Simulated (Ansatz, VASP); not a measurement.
## One calculation of Ca, two programs

```
Ca
1.0
     3.98000    0.00000    0.00000
    -1.99000    3.44678    0.00000
     0.00000    0.00000    6.52000
Ca
2
Direct
  0.33333 0.66667 0.25000
  0.66667 0.33333 0.75000
```

Alike in both runs: functional PBE; k mesh 8 × 8 × 5; occupations fermi-dirac, width 0.05 eV; no spin polarisation.

Ansatz relaxed the structure, and its values are those at the end. VASP's run is a single point on that final structure, the one shown.

```csv
,VASP,Ansatz
version,VASP 6.6.1,Ansatz 0.2.0
potentials or method,"VASP PAW PBE potentials, release 64 (Ca_sv)","plane-wave PAW, scalar-relativistic"
plane-wave cutoff (eV),520,420
valence electrons in the cell,20,20
```

|  | VASP | Ansatz | Ansatz less VASP |
| --- | --- | --- | --- |
| pressure (GPa) | -0.8 | -0.8 | -0.01 |

Ansatz's warnings: stress scf threshold loose.
